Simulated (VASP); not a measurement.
# CdAs2C (I-42d) in VASP: a series of runs

The runs below take CdAs2C through single point, with PBE, r2SCAN.

Everything below comes from runs of VASP 6.6.1. Logs are shortened: lines on timing, memory, paths and dates and some standing lists are left out, and cuts for length are marked.

### Step 1. The cell of the first run

The structure is tetragonal, space group I-42d (No. 122). The conventional cell has a = 5.736 Å, b = 5.736 Å, c = 9.000 Å, α = 90.00°, β = 90.00°, γ = 90.00°. Within 3.5 Å of Cd (site symmetry -4) lie 4 As at 2.66 Å. As (site symmetry 2) has 2 C at 2.05 Å and 2 Cd at 2.66 Å within 2.7 Å. Within 2.7 Å of C (site symmetry -4) lie 4 As at 2.05 Å.

### Step 2. Single point, PBE

Input file INCAR:

```
ALGO = Normal ; EDIFF = 1E-6
ENCUT = 520 ; GGA = PE
ISIF = 2 ; ISMEAR = -1
LASPH = True ; LCHARG = False
LREAL = False ; LWAVE = False
NBANDS = 36 ; NELM = 80
PREC = Accurate ; SIGMA = 0.02
```

Input file KPOINTS:

```
k-points
0
Gamma
  6 6 6
```

Input file POSCAR:

```
CdAs2C
1.0
   -2.8679541182      2.8679541182      4.4997870049
    2.8679541182     -2.8679541182      4.4997870049
    2.8679541182      2.8679541182     -4.4997870049
Cd As C
2 4 2
Direct
    0.0000000000      0.0000000000      0.0000000000
    0.7500000000      0.2500000000      0.5000000000
    0.3750000000      0.4615929393      0.5865929393
    0.2115929393      0.6250000000      0.0865929393
    0.8750000000      0.7884070607      0.4134070607
    0.5384070607      0.1250000000     -0.0865929393
    0.5000000000      0.5000000000      0.0000000000
    0.2500000000      0.7500000000      0.5000000000
```

Potentials or basis: VASP PAW PBE potentials, release 64 (Cd, As, C).

Started as:

```sh
$ cat potpaw_PBE.64/Cd/POTCAR potpaw_PBE.64/As/POTCAR potpaw_PBE.64/C/POTCAR > POTCAR
$ mpirun -np 1 vasp_std > vasp.out
```

OUTCAR:

```text
EDIFF = 1E-6
   ENCUT = 520
   GGA = PE
   ISIF = 2
   ISMEAR = -1
   LASPH = True
   LREAL = False
   NELM = 80
   PREC = Accurate

 ion  position               nearest neighbor table
   1  0.000  0.000  0.000-   3 2.66   6 2.66   5 2.66   4 2.66   2 3.65   2 3.65   2 3.65   2 3.65

   2  0.750  0.250  0.500-   4 2.66   5 2.66   6 2.66   3 2.66   1 3.65   1 3.65   1 3.65   1 3.65

   3  0.375  0.462  0.587-   8 2.05   7 2.05   1 2.66   2 2.66
   4  0.212  0.625  0.087-   7 2.05   8 2.05   2 2.66   1 2.66
   5  0.875  0.788  0.413-   7 2.05   8 2.05   1 2.66   2 2.66
   6  0.538  0.125  0.913-   7 2.05   8 2.05   2 2.66   1 2.66
   7  0.500  0.500  0.000-   4 2.05   3 2.05   5 2.05   6 2.05
   8  0.250  0.750  0.500-   3 2.05   4 2.05   5 2.05   6 2.05

  LATTYP: Found a body centered tetragonal cell.
 ALAT       =     5.7359082364
 C/A-ratio  =     1.5689884913

  Lattice vectors:

 A1 = (  -2.8679541182,   2.8679541182,   4.4997870049)
 A2 = (   2.8679541182,  -2.8679541182,   4.4997870049)
 A3 = (   2.8679541182,   2.8679541182,  -4.4997870049)

Analysis of symmetry for initial positions (statically):
=====================================================================
 Subroutine PRICEL returns:
 Original cell was already a primitive cell.

 Routine SETGRP: Setting up the symmetry group for a
 body centered tetragonal supercell.

 Subroutine GETGRP returns: Found  8 space group operations
 (whereof  4 operations were pure point group operations)
 out of a pool of 16 trial point group operations.

The static configuration has the point symmetry S_4 .
 The point group associated with its full space group is D_2d.

Analysis of symmetry for dynamics (positions and initial velocities):
=====================================================================
 Subroutine PRICEL returns:
 Original cell was already a primitive cell.

 Routine SETGRP: Setting up the symmetry group for a
 body centered tetragonal supercell.

 Subroutine GETGRP returns: Found  8 space group operations
 (whereof  4 operations were pure point group operations)
 out of a pool of 16 trial point group operations.

The dynamic configuration has the point symmetry S_4 .
 The point group associated with its full space group is D_2d.

 Subroutine INISYM returns: Found  8 space group operations
 (whereof  4 operations are pure point group operations),
 and found     1 'primitive' translations

----------------------------------------------------------------------------------------

                                     Primitive cell

  volume of cell :     148.0459

  direct lattice vectors                    reciprocal lattice vectors
    -2.867954118  2.867954118  4.499787005     0.000000000  0.174340307  0.111116370
     2.867954118 -2.867954118  4.499787005     0.174340307  0.000000000  0.111116370
     2.867954118  2.867954118 -4.499787005     0.174340307  0.174340307  0.000000000

  length of vectors
     6.057920826  6.057920826  6.057920826     0.206739910  0.206739910  0.246554426

  position of ions in fractional coordinates (direct lattice)
     0.000000000  0.000000000  0.000000000
     0.750000000  0.250000000  0.500000000
     0.375000000  0.461592939  0.586592939
     0.211592939  0.625000000  0.086592939
     0.875000000  0.788407061  0.413407061
     0.538407061  0.125000000  0.913407061
     0.500000000  0.500000000  0.000000000
     0.250000000  0.750000000  0.500000000

  ion indices of the primitive-cell ions
   primitive index   ion index
                 1           1
                 2           2
                 3           3
                 4           4
                 5           5
                 6           6
                 7           7
                 8           8

----------------------------------------------------------------------------------------

 KPOINTS: k-points

Automatic generation of k-mesh.
 Grid dimensions read from file:
 generate k-points for:    6    6    6

 Generating k-lattice:

  Cartesian coordinates                     Fractional coordinates (reciprocal lattice)
     0.000000000  0.029056718  0.018519395     0.166666667  0.000000000  0.000000000
     0.029056718  0.000000000  0.018519395     0.000000000  0.166666667  0.000000000
     0.029056718  0.029056718  0.000000000     0.000000000  0.000000000  0.166666667

  Length of vectors
     0.034456652  0.034456652  0.041092404

  Shift w.r.t. Gamma in fractional coordinates (k-lattice)
     0.000000000  0.000000000  0.000000000

 Subroutine IBZKPT returns following result:
 ===========================================

 Found     30 irreducible k-points:

 Following reciprocal coordinates:
            Coordinates               Weight
  0.000000  0.000000  0.000000      1.000000
  0.166667 -0.000000  0.000000      8.000000
  0.333333 -0.000000  0.000000      8.000000
  0.500000 -0.000000  0.000000      4.000000
  0.166667  0.166667  0.000000      8.000000
  0.333333  0.166667  0.000000     16.000000
[... 16 lines left out ...]
 -0.333333 -0.333333  0.166667      8.000000
 -0.166667 -0.333333  0.166667      8.000000
 [... further k-points ...]
   k-points           NKPTS =     30   k-points in BZ     NKDIM =     30   number of bands    NBANDS=     36
   number of dos      NEDOS =    301   number of ions     NIONS =      8
   total plane-waves  NPLWV = 110592
   dimension x,y,z NGX =    48 NGY =   48 NGZ =   48
   dimension x,y,z NGXF=    96 NGYF=   96 NGZF=   96
   ions per type =               2   4   2
   NGX,Y,Z   is equivalent  to a cutoff of  13.17, 13.17, 13.17 a.u.
   NGXF,Y,Z  is equivalent  to a cutoff of  26.35, 26.35, 26.35 a.u.
 SYSTEM =  unknown system
   PREC   = accura    normal or accurate (medium, high low for compatibility)
   ISTART =      0    job   : 0-new  1-cont  2-samecut
   ICHARG =      2    charge: 1-file 2-atom 10-const
   ISPIN  =      1    spin polarized calculation?
   LNONCOLLINEAR =      F non collinear calculations
   LSORBIT =      F    spin-orbit coupling
   LASPH  =      T    aspherical Exc in radial PAW
   ENCUT  =  520.0 eV  38.22 Ry    6.18 a.u.  11.26 11.26 11.26*2*pi/ulx,y,z
   NELM   =     80;   NELMIN=  2; NELMDL= -5     # of ELM steps
   EDIFF  = 0.1E-05   stopping-criterion for ELM
   LREAL  =      F    real-space projection
   EDIFFG = 0.1E-04   stopping-criterion for IOM
   NSW    =      0    number of steps for IOM
   IBRION =     -1    ionic relax: 0-MD 1-quasi-New 2-CG
   NFREE  =      0    steps in history (QN), initial steepest desc. (CG)
   ISIF   =      2    stress and relaxation
   ISYM   =      2    0-nonsym 1-usesym 2-fastsym
   POTIM  = 0.5000    time-step for ionic-motion
   TEBEG  =    0.0;   TEEND  =   0.0 temperature during run
   PSTRESS=    0.0 pullay stress
   NELECT =      52.0000    total number of electrons
   NUPDOWN=      -1.0000    fix difference up-down
   EMIN   =  10.00;   EMAX   =-10.00  energy-range for DOS
   EFERMI =   0.00;   METHOD = LEGACY
   ISMEAR =    -1;   SIGMA  =   0.02  broadening in eV -4-tet -1-fermi 0-gaus
   EFERMI_NEDOS =   21; number of points for ismear=-14 and -15
   IALGO  =     38    algorithm
   IMIX   =      4    mixing-type and parameters
     AMIX     =   0.40;   BMIX     =  1.00
     AMIX_MAG =   1.60;   BMIX_MAG =  1.00
  volume/ion in A,a.u.               =      18.51       124.88
  Fermi-wavevector in a.u.,A,eV,Ry     =   1.155076  2.182777 18.152895  1.334200
  Thomas-Fermi vector in A             =   2.291707
   LORBIT       =      0    0 simple, 1 ext, 2 COOP (PROOUT), +10 PAW based schemes
   GGA     = PE    functional components
   LHFCALC =     F    Hartree Fock is set to
   AEXX    =    0.0000 exact exchange contribution
   IVDW    =     0    specifies the selected vdW correction
   LEPSILON=     F    determine dielectric tensor
   LRPA    =     F    only Hartree local field effects (RPA)
 non-spin polarized calculation
  energy-cutoff  :      520.00
  volume of cell :      148.05
 maximum number of plane-waves:      4009
 NGX is ok and might be reduce to    48
   NGX = 23   NGY = 23   NGZ = 23

 number of electron      52.0000008 magnetization

 Free energy of the ion-electron system (eV)
  ---------------------------------------------------
  ext. energy  EPLUGINS =         0.00000000
  ---------------------------------------------------
  free energy    TOTEN  =       -33.88288957 eV

  energy without entropy =      -33.88287002  energy(sigma->0) =      -33.88287979

 E-fermi :   4.6012     XC(G=0): -10.2548

 val. band max:        4.5057449236   @ k =   0.0000   0.0000   0.0000
 cond. band min:       4.6963710570   @ k =   0.0000   0.0000   0.0000
 fundamental gap:      0.1906261333
 Fermi energy:         4.6012193316

 k-point     1 :       0.0000    0.0000    0.0000
  band No.  band energies     occupation
      1     -11.0327      2.00000
      2      -7.8823      2.00000
      3      -6.9928      2.00000
      4      -6.9928      2.00000
      5      -6.7292      2.00000
      6      -4.4636      2.00000
[... 28 lines left out ...]
     35      10.4062      0.00000
     36      10.4062      0.00000

 k-point     2 :       0.1667   -0.0000    0.0000
  band No.  band energies     occupation
      1     -10.9336      2.00000
      2      -8.3366      2.00000
      3      -7.0510      2.00000
      4      -6.8660      2.00000
      5      -6.4463      2.00000
      6      -4.4897      2.00000
[... 28 lines left out ...]
     35       9.9755      0.00000
     36      10.1938      0.00000
[... 817 lines left out ...]
     35       9.4250      0.00000
     36      10.0029      0.00000

 k-point    24 :      -0.1667   -0.3333    0.1667
  band No.  band energies     occupation
      1     -10.7011      2.00000
      2      -8.9433      2.00000
      3      -7.0971      2.00000
      4      -7.0117      2.00000
      5      -5.7835      2.00000
      6      -4.5763      2.00000
[... 28 lines left out ...]
     35       9.6112      0.00000
     36       9.9321      0.00000

 [... further k-points ...]

------------------------ aborting loop because EDIFF is reached ----------------------------------------

  FORCE on cell =-STRESS in cart. coord.  units (eV):
  Direction    XX          YY          ZZ          XY          YZ          ZX
  --------------------------------------------------------------------------------------
  -------------------------------------------------------------------------------------
  Total        2.6218009      2.6218009      2.1573506      0.0000000      0.0000000     -0.0000000
  in kB       28.3735676     28.3735676     23.3472090      0.0000000      0.0000000     -0.0000000
  external PRESSURE =      26.6981148 kB  Pullay stress =       0.0000000 kB

 VOLUME and BASIS-vectors are now :
 -----------------------------------------------------------------------------
  energy-cutoff  :      520.00
  volume of cell :      148.05
      direct lattice vectors                 reciprocal lattice vectors
    -2.867954118  2.867954118  4.499787005     0.000000000  0.174340307  0.111116370
     2.867954118 -2.867954118  4.499787005     0.174340307  0.000000000  0.111116370
     2.867954118  2.867954118 -4.499787005     0.174340307  0.174340307  0.000000000

 POSITION                                       TOTAL-FORCE (eV/Angst)
 -----------------------------------------------------------------------------------
      0.00000      0.00000      0.00000         0.000000      0.000000      0.000000
      0.00000      2.86795      2.24989         0.000000      0.000000     -0.000000
      1.93067      1.43398      1.12495        -0.000318      0.000000      0.000000
      1.43398     -0.93729      3.37484        -0.000000     -0.000318      0.000000
      0.93729      1.43398      5.62473         0.000318      0.000000     -0.000000
      1.43398      3.80524     -1.12495         0.000000      0.000318     -0.000000
      0.00000      0.00000      4.49979        -0.000000      0.000000      0.000000
      2.86795      0.00000      2.24989        -0.000000      0.000000     -0.000000
 -----------------------------------------------------------------------------------
    total drift:                               -0.000001     -0.000001     -0.000001

  FREE ENERGIE OF THE ION-ELECTRON SYSTEM (eV)
  ---------------------------------------------------
  free  energy   TOTEN  =       -33.8828895651 eV

  energy  without entropy=      -33.8828700196  energy(sigma->0) =      -33.88287979
```

It took 2.5 min on 1 thread of AMD EPYC 9R45 (Zen 5), shared host; peak memory 0.36 GiB.

Results:

- Free energy: -33.8829 eV
- Pressure: 2.7 GPa
- Band gap on the k mesh: 0.19 eV

A k mesh can miss the band edges.

(Part 1 of 2 ends here.)
